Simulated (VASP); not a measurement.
# Al (Fm-3m) in VASP: a series of runs

Runs on Al. Level: PBE. Tasks: single point, relaxation of cell and atoms.

All numbers are computed with VASP 6.6.1; they aren't measurements. Logs are shortened: lines on timing, memory, paths and dates and some standing lists are left out, and cuts for length are marked.

### 1 The cell of the first run

The structure is cubic, space group Fm-3m (No. 225). The conventional cell has a = 4.041 Å, b = 4.041 Å, c = 4.041 Å, α = 90.00°, β = 90.00°, γ = 90.00°. Within 3.8 Å of Al (site symmetry m-3m) lie 12 Al at 2.86 Å.

### 2 Single point, PBE

Contents of INCAR:

```
PREC = Accurate
ENCUT = 520
EDIFF = 1E-7
ISMEAR = 0
SIGMA = 0.1
LREAL = F
LASPH = T
NELM = 100
ALGO = Normal
ISIF = 2
LWAVE = F
LCHARG = F
GGA = PE
NBANDS = 8
```

Contents of KPOINTS:

```
Automatic mesh
0
Gamma
  18 18 18
```

Contents of POSCAR:

```
Al
1.0
    0.0000000000      2.0203111332      2.0203111332
    2.0203111332      0.0000000000      2.0203111332
    2.0203111332      2.0203111332      0.0000000000
Al
1
Direct
    0.0000000000      0.0000000000      0.0000000000
```

Potentials or basis: VASP PAW PBE potentials, release 64 (Al).

On the command line:

```sh
$ cat potpaw_PBE.64/Al/POTCAR > POTCAR
$ mpirun -np 1 vasp_std > vasp.out
```

OUTCAR:

```text
PREC = Accurate
   ENCUT = 520
   EDIFF = 1E-7
   ISMEAR = 0
   LREAL = F
   LASPH = T
   NELM = 100
   ISIF = 2
   GGA = PE

 ion  position               nearest neighbor table
   1  0.000  0.000  0.000-

  LATTYP: Found a face centered cubic cell.
 ALAT       =     4.0406222664

  Lattice vectors:

 A1 = (   0.0000000000,   2.0203111332,   2.0203111332)
 A2 = (   2.0203111332,   0.0000000000,   2.0203111332)
 A3 = (   2.0203111332,   2.0203111332,   0.0000000000)

Analysis of symmetry for initial positions (statically):
=====================================================================
 Subroutine PRICEL returns:
 Original cell was already a primitive cell.

 Routine SETGRP: Setting up the symmetry group for a
 face centered cubic supercell.

 Subroutine GETGRP returns: Found 48 space group operations
 (whereof 48 operations were pure point group operations)
 out of a pool of 48 trial point group operations.

The static configuration has the point symmetry O_h .

Analysis of symmetry for dynamics (positions and initial velocities):
=====================================================================
 Subroutine PRICEL returns:
 Original cell was already a primitive cell.

 Routine SETGRP: Setting up the symmetry group for a
 face centered cubic supercell.

 Subroutine GETGRP returns: Found 48 space group operations
 (whereof 48 operations were pure point group operations)
 out of a pool of 48 trial point group operations.

The dynamic configuration has the point symmetry O_h .

 Subroutine INISYM returns: Found 48 space group operations
 (whereof 48 operations are pure point group operations),
 and found     1 'primitive' translations

----------------------------------------------------------------------------------------

                                     Primitive cell

  volume of cell :      16.4924

  direct lattice vectors                    reciprocal lattice vectors
     0.000000000  2.020311133  2.020311133    -0.247486633  0.247486633  0.247486633
     2.020311133  0.000000000  2.020311133     0.247486633 -0.247486633  0.247486633
     2.020311133  2.020311133  0.000000000     0.247486633  0.247486633 -0.247486633

  length of vectors
     2.857151405  2.857151405  2.857151405     0.428659423  0.428659423  0.428659423

  position of ions in fractional coordinates (direct lattice)
     0.000000000  0.000000000  0.000000000

  ion indices of the primitive-cell ions
   primitive index   ion index
                 1           1

----------------------------------------------------------------------------------------

 KPOINTS: Automatic mesh

Automatic generation of k-mesh.
 Grid dimensions read from file:
 generate k-points for:   18   18   18

 Generating k-lattice:

  Cartesian coordinates                     Fractional coordinates (reciprocal lattice)
    -0.013749257  0.013749257  0.013749257     0.055555556  0.000000000  0.000000000
     0.013749257 -0.013749257  0.013749257     0.000000000  0.055555556  0.000000000
     0.013749257  0.013749257 -0.013749257     0.000000000  0.000000000  0.055555556

  Length of vectors
     0.023814412  0.023814412  0.023814412

  Shift w.r.t. Gamma in fractional coordinates (k-lattice)
     0.000000000  0.000000000  0.000000000

 Subroutine IBZKPT returns following result:
 ===========================================

 Found    195 irreducible k-points:

 Following reciprocal coordinates:
            Coordinates               Weight
  0.000000  0.000000  0.000000      1.000000
  0.055556  0.000000  0.000000      8.000000
  0.111111  0.000000  0.000000      8.000000
  0.166667  0.000000  0.000000      8.000000
  0.222222  0.000000  0.000000      8.000000
  0.277778  0.000000  0.000000      8.000000
[... 16 lines left out ...]
 -0.277778  0.055556  0.000000     24.000000
 -0.222222  0.055556  0.000000     24.000000
 [... further k-points ...]
   k-points           NKPTS =    195   k-points in BZ     NKDIM =    195   number of bands    NBANDS=      8
   number of dos      NEDOS =    301   number of ions     NIONS =      1
   total plane-waves  NPLWV =  13824
   dimension x,y,z NGX =    24 NGY =   24 NGZ =   24
   dimension x,y,z NGXF=    48 NGYF=   48 NGZF=   48
   ions per type =               1
   NGX,Y,Z   is equivalent  to a cutoff of  13.96, 13.96, 13.96 a.u.
   NGXF,Y,Z  is equivalent  to a cutoff of  27.93, 27.93, 27.93 a.u.
 SYSTEM =  unknown system
   PREC   = accura    normal or accurate (medium, high low for compatibility)
   ISTART =      0    job   : 0-new  1-cont  2-samecut
   ICHARG =      2    charge: 1-file 2-atom 10-const
   ISPIN  =      1    spin polarized calculation?
   LNONCOLLINEAR =      F non collinear calculations
   LSORBIT =      F    spin-orbit coupling
   LASPH  =      T    aspherical Exc in radial PAW
   ENCUT  =  520.0 eV  38.22 Ry    6.18 a.u.   5.31  5.31  5.31*2*pi/ulx,y,z
   NELM   =    100;   NELMIN=  2; NELMDL= -5     # of ELM steps
   EDIFF  = 0.1E-06   stopping-criterion for ELM
   LREAL  =      F    real-space projection
   EDIFFG = 0.1E-05   stopping-criterion for IOM
   NSW    =      0    number of steps for IOM
   IBRION =     -1    ionic relax: 0-MD 1-quasi-New 2-CG
   NFREE  =      0    steps in history (QN), initial steepest desc. (CG)
   ISIF   =      2    stress and relaxation
   ISYM   =      2    0-nonsym 1-usesym 2-fastsym
   POTIM  = 0.5000    time-step for ionic-motion
   TEBEG  =    0.0;   TEEND  =   0.0 temperature during run
   PSTRESS=    0.0 pullay stress
   NELECT =       3.0000    total number of electrons
   NUPDOWN=      -1.0000    fix difference up-down
   EMIN   =  10.00;   EMAX   =-10.00  energy-range for DOS
   EFERMI =   0.00;   METHOD = LEGACY
   ISMEAR =     0;   SIGMA  =   0.10  broadening in eV -4-tet -1-fermi 0-gaus
   EFERMI_NEDOS =   21; number of points for ismear=-14 and -15
   IALGO  =     38    algorithm
   IMIX   =      4    mixing-type and parameters
     AMIX     =   0.40;   BMIX     =  1.00
     AMIX_MAG =   1.60;   BMIX_MAG =  1.00
  volume/ion in A,a.u.               =      16.49       111.30
  Fermi-wavevector in a.u.,A,eV,Ry     =   0.927585  1.752881 11.706639  0.860414
  Thomas-Fermi vector in A             =   2.053670
   LORBIT       =      0    0 simple, 1 ext, 2 COOP (PROOUT), +10 PAW based schemes
   GGA     = PE    functional components
   LHFCALC =     F    Hartree Fock is set to
   AEXX    =    0.0000 exact exchange contribution
   IVDW    =     0    specifies the selected vdW correction
   LEPSILON=     F    determine dielectric tensor
   LRPA    =     F    only Hartree local field effects (RPA)
 non-spin polarized calculation
 Gauss-broadening in eV      SIGMA  =   0.10
  energy-cutoff  :      520.00
  volume of cell :       16.49
 maximum number of plane-waves:       459
 NGX is ok and might be reduce to    24
   NGX = 11   NGY = 11   NGZ = 11

 number of electron       3.0000000 magnetization

 Free energy of the ion-electron system (eV)
  ---------------------------------------------------
  ext. energy  EPLUGINS =         0.00000000
  ---------------------------------------------------
  free energy    TOTEN  =        -3.74453180 eV

  energy without entropy =       -3.74160435  energy(sigma->0) =       -3.74306808

 E-fermi :   7.9962     XC(G=0): -10.1982

 val. band max:        7.9896080760   @ k =  -0.2778   0.2778   0.0556
 cond. band min:       7.9966653785   @ k =  -0.2778   0.5000   0.2222
 fundamental gap:      0.0070573025
 Fermi energy:         7.9962049592

 k-point     1 :       0.0000    0.0000    0.0000
  band No.  band energies     occupation
      1      -3.1326      2.00000
      2      20.6267      0.00000
      3      20.6267      0.00000
      4      20.6267      0.00000
      5      22.1222      0.00000
      6      22.1222      0.00000
      7      22.1222      0.00000
      8      24.4741      0.00000

 k-point     2 :       0.0556    0.0000    0.0000
  band No.  band energies     occupation
      1      -3.0487      2.00000
      2      19.1092      0.00000
      3      20.3151      0.00000
      4      20.3151      0.00000
      5      22.5646      0.00000
      6      22.5646      0.00000
      7      22.6965      0.00000
      8      25.3577      0.00000

 k-point     3 :       0.1111    0.0000    0.0000
  band No.  band energies     occupation
      1      -2.7972      2.00000
      2      16.8862      0.00000
      3      19.8037      0.00000
      4      19.8037      0.00000
      5      22.7593      0.00000
      6      23.4379      0.00000
      7      23.4379      0.00000
      8      25.9269      0.00000

 k-point     4 :       0.1667    0.0000    0.0000
  band No.  band energies     occupation
      1      -2.3790      2.00000
      2      14.6486      0.00000
      3      19.3582      0.00000
      4      19.3582      0.00000
      5      22.5967      0.00000
      6      24.0417      0.00000
      7      24.0417      0.00000
      8      25.2820      0.00000

 k-point     5 :       0.2222    0.0000    0.0000
  band No.  band energies     occupation
      1      -1.7956      2.00000
      2      12.4870      0.00000
      3      19.0309      0.00000
      4      19.0309      0.00000
      5      22.4261      0.00000
      6      23.2689      0.00000
      7      23.2689      0.00000
      8      26.2203      0.00000
[... 177 lines left out ...]
 k-point    22 :      -0.3333    0.0556    0.0000
  band No.  band energies     occupation
      1       0.2689      2.00000
      2       7.9526      1.46249
      3      17.1131      0.00000
      4      19.9237      0.00000
      5      20.0989      0.00000
      6      21.4730      0.00000
      7      23.0042      0.00000
      8      25.8877      0.00000

 k-point    23 :      -0.2778    0.0556    0.0000
  band No.  band energies     occupation
      1      -0.6908      2.00000
      2       9.8380      0.00000
      3      17.1306      0.00000
      4      20.0025      0.00000
      5      20.9022      0.00000
      6      22.3375      0.00000
      7      22.9566      0.00000
      8      26.6784      0.00000

 k-point    24 :      -0.2222    0.0556    0.0000
  band No.  band energies     occupation
      1      -1.4909      2.00000
      2      11.8468      0.00000
      3      17.2926      0.00000
      4      20.1449      0.00000
      5      21.8909      0.00000
      6      22.9420      0.00000
      7      23.3894      0.00000
      8      25.5921      0.00000

 [... further k-points ...]

------------------------ aborting loop because EDIFF is reached ----------------------------------------

  FORCE on cell =-STRESS in cart. coord.  units (eV):
  Direction    XX          YY          ZZ          XY          YZ          ZX
  --------------------------------------------------------------------------------------
  -------------------------------------------------------------------------------------
  Total        0.0003011      0.0003011      0.0003011      0.0000000      0.0000000      0.0000000
  in kB        0.0292482      0.0292482      0.0292482      0.0000000      0.0000000      0.0000000
  external PRESSURE =       0.0292482 kB  Pullay stress =       0.0000000 kB

 VOLUME and BASIS-vectors are now :
 -----------------------------------------------------------------------------
  energy-cutoff  :      520.00
  volume of cell :       16.49
      direct lattice vectors                 reciprocal lattice vectors
     0.000000000  2.020311133  2.020311133    -0.247486633  0.247486633  0.247486633
     2.020311133  0.000000000  2.020311133     0.247486633 -0.247486633  0.247486633
     2.020311133  2.020311133  0.000000000     0.247486633  0.247486633 -0.247486633

 POSITION                                       TOTAL-FORCE (eV/Angst)
 -----------------------------------------------------------------------------------
      0.00000      0.00000      0.00000         0.000000      0.000000      0.000000
 -----------------------------------------------------------------------------------
    total drift:                               -0.000000      0.000000     -0.000000

  FREE ENERGIE OF THE ION-ELECTRON SYSTEM (eV)
  ---------------------------------------------------
  free  energy   TOTEN  =        -3.7445318035 eV

  energy  without entropy=       -3.7416043518  energy(sigma->0) =       -3.74306808
```

Wall time 7.4 s (1 thread of Intel Xeon 6975P-C (Granite Rapids), shared host); peak memory 0.14 GiB.

What came out:

| Quantity | Value |
| --- | --- |
| Free energy | -3.7445 eV |
| Pressure | 0.0 GPa |

Levels at points of the mesh, in eV from the Fermi level:
```
           k point  band 1  band 2  band 3  band 4  band 5
(0.00, 0.00, 0.00)  -11.13   12.63   12.63   12.63   14.13
(0.50, 0.00, 0.00)   -4.59   -4.37   11.42   11.42   11.47
(0.50, 0.50, 0.00)   -2.92   -1.59    5.27    5.61    5.61
```

### 3 Relaxation of cell and atoms, PBE

This run uses another cell than the first one, of 16.58 Å³/atom, 1.005 times its volume.

Contents of INCAR:

```
SYSTEM = Al
  PREC = Accurate
  ENCUT = 600
  EDIFF = 1E-6
  ISMEAR = 0
  SIGMA = 0.1
  LREAL = .False.
  LASPH = .True.
  NELM = 80
  ALGO = Fast
  ISIF = 3
  LWAVE = .False.
  LCHARG = .False.
  GGA = PE
  IBRION = 2
  NSW = 100
  EDIFFG = -0.005
```

Contents of KPOINTS:

```
regular mesh
0
Gamma
  18 18 18
  0 0 0
```

Contents of POSCAR:

```
Al
1.0
    0.0000000000      2.0239800000      2.0239800000
    2.0239800000      0.0000000000      2.0239800000
    2.0239800000      2.0239800000      0.0000000000
Al
1
Direct
    0.0000000000      0.0000000000      0.0000000000
```

Potentials or basis: VASP PAW PBE potentials, release 64 (Al).

On the command line:

```sh
$ cat potpaw_PBE.64/Al/POTCAR > POTCAR
$ mpirun -np 1 vasp_std > vasp.out
```

It took 7 s on 1 thread of Intel Xeon 6975P-C (Granite Rapids), shared host; peak memory 0.15 GiB.

It converged, with:

```
Free energy                            : -3.7446 eV
Relaxed volume                         : 16.49 Å³/atom
Relaxed cell                           : a = 2.857 Å, b = 2.857 Å, c = 2.857 Å, α = 60.00°, β = 60.00°, γ = 60.00°
Space group after relaxing (to 0.05 Å) : Fm-3m (No. 225)
Energy gained by relaxing              : 0.1 meV/atom
Ionic steps                            : 3
Pressure after relaxing                : 0.0 GPa
```

Step by step:
```csv
step,energy change (eV),largest force (eV/Å),pressure (GPa),volume (Å³)
1,0.0000,0.0000,-0.41,16.58
2,-0.0001,0.0000,0.06,16.48
3,-0.0001,0.0000,0.00,16.49
```

Final structure:
```
Al
1.0
     0.00000    2.02035    2.02035
     2.02035    0.00000    2.02035
     2.02035    2.02035    0.00000
Al
1
Direct
  0.00000 0.00000 0.00000
```

Levels at points of the mesh, in eV from the Fermi level:
| k point | band 1 | band 2 | band 3 | band 4 |
| --- | --- | --- | --- | --- |
| (0.00, 0.00, 0.00) | -11.13 | 12.63 | 12.63 | 12.63 |
| (0.50, 0.00, 0.00) | -4.59 | -4.37 | 11.42 | 11.42 |
| (0.50, 0.50, 0.00) | -2.92 | -1.59 | 5.27 | 5.61 |
